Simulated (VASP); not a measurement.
# AlN (P1) in VASP: single point with PBE

Aim: the single point of AlN with PBE.

All numbers are computed with VASP 6.6.1; they aren't measurements. Logs are shortened: lines on timing, memory, paths and dates and some standing lists are left out, and cuts for length are marked.

### Step 1. The cell of the first run

The typed cell holds 8 atoms: a = 5.267 Å, b = 3.065 Å, c = 5.918 Å, α = 75.16°, β = 62.82°, γ = 91.67°.

### Step 2. Single point, PBE, collinear spin

File INCAR:

```
PREC = Accurate ; ENCUT = 520
EDIFF = 1E-6 ; ISMEAR = -1
SIGMA = 0.081 ; LREAL = F
LASPH = T ; NELM = 150
ALGO = Normal ; ISIF = 2
LWAVE = F ; LCHARG = F
ISPIN = 2 ; MAGMOM = 0.125 0.125 0.125 0.125 0.125 0.125 0.125 0.125
LORBIT = 11 ; GGA = PE
NBANDS = 30 ; NELECT = 33.0
```

File KPOINTS:

```
Automatic mesh
0
Gamma
  4 6 4
  0 0.5 0
```

File POSCAR:

```
AlN
1.0
    4.5990390000      2.5662890000      0.0604820000
   -1.5706360000      2.6314550000      0.0186340000
    1.5483680000      2.6537330000      5.0575960000
Al N
4 4
Direct
    0.1688780000      0.4768770000      0.9930580000
    0.6956200000      0.0050270000      0.9916580000
    0.1046310000      0.7468580000      0.4844150000
    0.5677630000      0.2527090000      0.5007280000
    0.4890080000      0.7998800000      0.3873460000
    0.9591970000      0.3149860000      0.3822170000
    0.4035150000      0.0672190000      0.8868250000
    0.9031770000      0.5572610000      0.8760160000
```

Potentials or basis: VASP PAW PBE potentials, release 64 (Al, N).

The run is started by

```sh
cat potpaw_PBE.64/Al/POTCAR potpaw_PBE.64/N/POTCAR > POTCAR
mpirun -np 1 vasp_std > vasp.out
```

OUTCAR:

```text
PREC = Accurate
   ENCUT = 520
   EDIFF = 1E-6
   ISMEAR = -1
   LREAL = F
   LASPH = T
   NELM = 150
   ISIF = 2
   ISPIN = 2
   LORBIT = 11
   GGA = PE
   NELECT = 33.0

 ion  position               nearest neighbor table
   1  0.169  0.477  0.993-   7 1.81   8 1.82   7 1.94   6 1.96   2 2.85   4 2.98   2 3.01   4 3.02
                             3 3.05   3 3.09   3 3.10   4 3.11   2 3.16   2 3.17
   2  0.696  0.005  0.992-   8 1.77   8 1.85   7 1.90   5 1.99   1 2.85   1 3.01   3 3.02   3 3.03
                             4 3.06   4 3.07   3 3.11   1 3.16   1 3.17   4 3.19
   3  0.105  0.747  0.484-   5 1.82   6 1.87   8 1.97   6 1.99   4 2.90   4 2.93   2 3.02   2 3.03
                             1 3.05   1 3.09   1 3.10   2 3.11   4 3.12   4 3.24
   4  0.568  0.253  0.501-   5 1.78   5 1.80   6 1.83   7 1.95   3 2.90   3 2.93   1 2.98   1 3.02
                             2 3.06   2 3.07   1 3.11   3 3.12   2 3.19   3 3.24
   5  0.489  0.800  0.387-   4 1.78   4 1.80   3 1.82   2 1.99
   6  0.959  0.315  0.382-   4 1.83   3 1.87   1 1.96   3 1.99
   7  0.404  0.067  0.887-   1 1.81   2 1.90   1 1.94   4 1.95
   8  0.903  0.557  0.876-   2 1.77   1 1.82   2 1.85   3 1.97

  LATTYP: Found a triclinic cell.
 ALAT       =     3.0646043933
 B/A-ratio  =     2.3912229965
 C/A-ratio  =     2.0133629875
 COS(alpha) =     0.0059574381
 COS(beta)  =     0.5214956749
 COS(gamma) =     0.6250498517

  Lattice vectors:

 A1 = (   1.5706360000,  -2.6314550000,  -0.0186340000)
 A2 = (   0.0222680000,  -5.2851880000,  -5.0762300000)
 A3 = (   6.1696750000,  -0.0651660000,   0.0418480000)

Analysis of symmetry for initial positions (statically):
=====================================================================
 Subroutine PRICEL returns:
 Original cell was already a primitive cell.

 Routine SETGRP: Setting up the symmetry group for a
 triclinic supercell.

 Subroutine GETGRP returns: Found  1 space group operations
 (whereof  1 operations were pure point group operations)
 out of a pool of  2 trial point group operations.

The static configuration has the point symmetry C_1 .

Analysis of symmetry for dynamics (positions and initial velocities):
=====================================================================
 Subroutine PRICEL returns:
 Original cell was already a primitive cell.

 Routine SETGRP: Setting up the symmetry group for a
 triclinic supercell.

 Subroutine GETGRP returns: Found  1 space group operations
 (whereof  1 operations were pure point group operations)
 out of a pool of  2 trial point group operations.

The dynamic configuration has the point symmetry C_1 .

Analysis of structural, dynamic, and magnetic symmetry:
=====================================================================
 Subroutine PRICEL returns:
 Original cell was already a primitive cell.

 Routine SETGRP: Setting up the symmetry group for a
 triclinic supercell.

 Subroutine GETGRP returns: Found  1 space group operations
 (whereof  1 operations were pure point group operations)
 out of a pool of  2 trial point group operations.

The overall configuration has the point symmetry C_1 .

 Subroutine INISYM returns: Found  1 space group operations
 (whereof  1 operations are pure point group operations),
 and found     1 'primitive' translations

----------------------------------------------------------------------------------------

                                     Primitive cell

  volume of cell :      80.9416

  direct lattice vectors                    reciprocal lattice vectors
     4.599039000  2.566289000  0.060482000     0.163814162  0.098496828 -0.101832746
    -1.570636000  2.631455000  0.018634000    -0.158370280  0.286211565 -0.101691317
     1.548368000  2.653733000  5.057596000    -0.001375503 -0.002232395  0.199314845

  length of vectors
     5.266940006  3.064604393  5.917687014     0.216579346  0.342548288  0.199332093

  position of ions in fractional coordinates (direct lattice)
     0.168878000  0.476877000  0.993058000
     0.695620000  0.005027000  0.991658000
     0.104631000  0.746858000  0.484415000
     0.567763000  0.252709000  0.500728000
     0.489008000  0.799880000  0.387346000
     0.959197000  0.314986000  0.382217000
     0.403515000  0.067219000  0.886825000
     0.903177000  0.557261000  0.876016000

  ion indices of the primitive-cell ions
   primitive index   ion index
                 1           1
                 2           2
                 3           3
                 4           4
                 5           5
                 6           6
                 7           7
                 8           8

----------------------------------------------------------------------------------------

 KPOINTS: Automatic mesh

Automatic generation of k-mesh.
 Grid dimensions read from file:
 generate k-points for:    4    6    4

 Generating k-lattice:

  Cartesian coordinates                     Fractional coordinates (reciprocal lattice)
     0.040953541  0.024624207 -0.025458187     0.250000000  0.000000000 -0.000000000
    -0.026395047  0.047701927 -0.016948553     0.000000000  0.166666667  0.000000000
    -0.000343876 -0.000558099  0.049828711     0.000000000  0.000000000  0.250000000

  Length of vectors
     0.054144837  0.057091381  0.049833023

  Shift w.r.t. Gamma in fractional coordinates (k-lattice)
     0.000000000  0.500000000  0.000000000

 Subroutine IBZKPT returns following result:
 ===========================================

 Found     48 irreducible k-points:

 Following reciprocal coordinates:
            Coordinates               Weight
 -0.000000  0.083333 -0.000000      2.000000
  0.250000  0.083333  0.000000      2.000000
  0.500000  0.083333  0.000000      2.000000
 -0.250000  0.083333  0.000000      2.000000
 -0.000000  0.250000  0.000000      2.000000
  0.250000  0.250000 -0.000000      2.000000
[... 16 lines left out ...]
  0.500000  0.416667  0.250000      2.000000
 -0.250000  0.416667  0.250000      2.000000
 [... further k-points ...]
   k-points           NKPTS =     48   k-points in BZ     NKDIM =     48   number of bands    NBANDS=     30
   number of dos      NEDOS =    301   number of ions     NIONS =      8
   total plane-waves  NPLWV =  46080
   dimension x,y,z NGX =    40 NGY =   24 NGZ =   48
   dimension x,y,z NGXF=    80 NGYF=   48 NGZF=   96
   ions per type =               4   4
   NGX,Y,Z   is equivalent  to a cutoff of  12.63, 13.02, 13.48 a.u.
   NGXF,Y,Z  is equivalent  to a cutoff of  25.25, 26.04, 26.97 a.u.
 SYSTEM =  unknown system
   PREC   = accura    normal or accurate (medium, high low for compatibility)
   ISTART =      0    job   : 0-new  1-cont  2-samecut
   ICHARG =      2    charge: 1-file 2-atom 10-const
   ISPIN  =      2    spin polarized calculation?
   LNONCOLLINEAR =      F non collinear calculations
   LSORBIT =      F    spin-orbit coupling
   LASPH  =      T    aspherical Exc in radial PAW
   ENCUT  =  520.0 eV  38.22 Ry    6.18 a.u.   9.79  5.70 11.00*2*pi/ulx,y,z
   NELM   =    150;   NELMIN=  2; NELMDL= -5     # of ELM steps
   EDIFF  = 0.1E-05   stopping-criterion for ELM
   LREAL  =      F    real-space projection
   EDIFFG = 0.1E-04   stopping-criterion for IOM
   NSW    =      0    number of steps for IOM
   IBRION =     -1    ionic relax: 0-MD 1-quasi-New 2-CG
   NFREE  =      0    steps in history (QN), initial steepest desc. (CG)
   ISIF   =      2    stress and relaxation
   ISYM   =      2    0-nonsym 1-usesym 2-fastsym
   POTIM  = 0.5000    time-step for ionic-motion
   TEBEG  =    0.0;   TEEND  =   0.0 temperature during run
   PSTRESS=    0.0 pullay stress
   NELECT =      33.0000    total number of electrons
   NUPDOWN=      -1.0000    fix difference up-down
   EMIN   =  10.00;   EMAX   =-10.00  energy-range for DOS
   EFERMI =   0.00;   METHOD = LEGACY
   ISMEAR =    -1;   SIGMA  =   0.08  broadening in eV -4-tet -1-fermi 0-gaus
   EFERMI_NEDOS =   21; number of points for ismear=-14 and -15
   IALGO  =     38    algorithm
   IMIX   =      4    mixing-type and parameters
     AMIX     =   0.40;   BMIX     =  1.00
     AMIX_MAG =   1.60;   BMIX_MAG =  1.00
  volume/ion in A,a.u.               =      10.12        68.28
  Fermi-wavevector in a.u.,A,eV,Ry     =   1.213916  2.293970 20.049454  1.473593
  Thomas-Fermi vector in A             =   2.349353
   LORBIT       =     11    0 simple, 1 ext, 2 COOP (PROOUT), +10 PAW based schemes
   GGA     = PE    functional components
   LHFCALC =     F    Hartree Fock is set to
   AEXX    =    0.0000 exact exchange contribution
   IVDW    =     0    specifies the selected vdW correction
   LEPSILON=     F    determine dielectric tensor
   LRPA    =     F    only Hartree local field effects (RPA)
 spin polarized calculation
  energy-cutoff  :      520.00
  volume of cell :       80.94
 maximum number of plane-waves:      2193
   NGX = 19   NGY = 11   NGZ = 21

 number of electron      32.9999999 magnetization       0.0016685

 Free energy of the ion-electron system (eV)
  ---------------------------------------------------
  ext. energy  EPLUGINS =         0.00000000
  ---------------------------------------------------
  free energy    TOTEN  =       -47.19185804 eV

  energy without entropy =      -47.14492631  energy(sigma->0) =      -47.16839217

 E-fermi :  11.6738     XC(G=0): -11.2895

 val. band max:       11.6567183618   @ k =   0.5000   0.4167   0.5000
 cond. band min:      11.7022127344   @ k =   0.2500   0.4167   0.5000
 fundamental gap:      0.0454943727
 Fermi energy:        11.6737826602

 spin component 1

 k-point     1 :      -0.0000    0.0833   -0.0000
  band No.  band energies     occupation
      1      -9.0463      1.00000
      2      -7.0763      1.00000
      3      -6.5957      1.00000
      4      -6.3351      1.00000
      5       0.1914      1.00000
      6       0.5441      1.00000
[... 20 lines left out ...]
     27      18.3134      0.00000
     28      18.9760      0.00000
[... 683 lines left out ...]
 k-point    24 :      -0.2500    0.4167    0.2500
  band No.  band energies     occupation
      1      -7.4915      1.00000
      2      -6.7503      1.00000
      3      -6.3964      1.00000
      4      -6.1043      1.00000
      5       0.6414      1.00000
      6       1.1020      1.00000
[... 20 lines left out ...]
     27      18.2556      0.00000
     28      18.7100      0.00000

 [... further k-points ...]

 spin component 2

 k-point     1 :      -0.0000    0.0833   -0.0000
  band No.  band energies     occupation
      1      -9.0461      1.00000
      2      -7.0762      1.00000
      3      -6.5956      1.00000
      4      -6.3350      1.00000
      5       0.1919      1.00000
      6       0.5444      1.00000
[... 20 lines left out ...]
     27      18.3139      0.00000
     28      18.9764      0.00000
[... 683 lines left out ...]
 k-point    24 :      -0.2500    0.4167    0.2500
  band No.  band energies     occupation
      1      -7.4914      1.00000
      2      -6.7502      1.00000
      3      -6.3963      1.00000
      4      -6.1042      1.00000
      5       0.6418      1.00000
      6       1.1023      1.00000
[... 20 lines left out ...]
     27      18.2562      0.00000
     28      18.7105      0.00000

 [... further k-points ...]

 [bands above 28 left out]

------------------------ aborting loop because EDIFF is reached ----------------------------------------

  FORCE on cell =-STRESS in cart. coord.  units (eV):
  Direction    XX          YY          ZZ          XY          YZ          ZX
  --------------------------------------------------------------------------------------
  -------------------------------------------------------------------------------------
  Total       19.9296068     22.6046950     16.6469542      0.8496068     -1.1637362     -0.8463696
  in kB      394.4912035    447.4425117    329.5136259     16.8173124    -23.0352615    -16.7532334
  external PRESSURE =     390.4824470 kB  Pullay stress =       0.0000000 kB

 VOLUME and BASIS-vectors are now :
 -----------------------------------------------------------------------------
  energy-cutoff  :      520.00
  volume of cell :       80.94
      direct lattice vectors                 reciprocal lattice vectors
     4.599039000  2.566289000  0.060482000     0.163814162  0.098496828 -0.101832746
    -1.570636000  2.631455000  0.018634000    -0.158370280  0.286211565 -0.101691317
     1.548368000  2.653733000  5.057596000    -0.001375503 -0.002232395  0.199314845

 POSITION                                       TOTAL-FORCE (eV/Angst)
 -----------------------------------------------------------------------------------
      1.56530      4.32358      5.04159        -0.226229      1.516946      1.288743
      4.72674      4.42999      5.05757        -0.587185     -1.531081      1.054351
      0.05821      3.51934      2.47022        -1.366455      0.027868      1.089442
      2.98956      3.45083      2.57153         1.029858      0.132531      1.308163
      1.59240      4.38770      2.00352        -1.006583     -0.080465     -2.028345
      4.50847      4.30475      1.99698         1.700382      0.032626     -0.970831
      3.12334      3.56582      4.51086         0.779707     -0.952758     -0.441771
      4.63489      6.10893      4.49554        -0.323496      0.854333     -1.299752
 -----------------------------------------------------------------------------------
    total drift:                               -0.000431     -0.000673     -0.000364

  FREE ENERGIE OF THE ION-ELECTRON SYSTEM (eV)
  ---------------------------------------------------
  free  energy   TOTEN  =       -47.1918580377 eV

  energy  without entropy=      -47.1449263055  energy(sigma->0) =      -47.16839217

 total charge

# of ion       s       p       d       tot
------------------------------------------
    1        0.383   0.480   0.000   0.862
    2        0.390   0.480   0.000   0.870
    3        0.378   0.460   0.000   0.838
    4        0.394   0.510   0.000   0.904
    5        1.257   2.700   0.000   3.956
    6        1.240   2.641   0.000   3.881
    7        1.239   2.651   0.000   3.890
    8        1.252   2.693   0.000   3.946
--------------------------------------------------
tot          6.534  12.615   0.000  19.149

 magnetization (x)

# of ion       s       p       d       tot
------------------------------------------
    1        0.000   0.000   0.000   0.000
    2        0.000   0.000   0.000   0.000
    3        0.000   0.000   0.000   0.000
    4        0.000   0.000   0.000   0.000
    5        0.000  -0.000   0.000   0.000
    6        0.000  -0.000   0.000   0.000
    7        0.000  -0.000   0.000  -0.000
    8        0.000  -0.000   0.000   0.000
--------------------------------------------------
tot          0.000   0.000   0.000   0.000
```

Wall time 3.7 min (1 thread of Intel Xeon Platinum 8488C (Sapphire Rapids), shared host); peak memory 0.33 GiB.

What came out:

```yaml
Free_energy: -47.1919 eV
Largest_force: 2.266 eV/Å
Net_moment: 0.00 μB per cell
Valence_electrons_inside_the_program's_atomic_spheres: Al 0.86, 0.87, 0.84, 0.90; N 3.96, 3.88, 3.89, 3.95
```

Forces on the atoms (eV/Å):
```
Al  -0.226  1.517  1.289
Al  -0.587 -1.531  1.054
Al  -1.366  0.028  1.089
Al   1.030  0.133  1.308
N   -1.007 -0.080 -2.028
N    1.700  0.033 -0.971
N    0.780 -0.953 -0.442
N   -0.323  0.854 -1.300
```

Caveat: the cell carries a net charge on a neutralising background, which shifts energy and pressure; the cell is charged against a uniform background, so pressure and absolute levels hang on convention; forces of over 1 eV/Å act on the atoms, so gaps and moduli don't describe the material at rest.
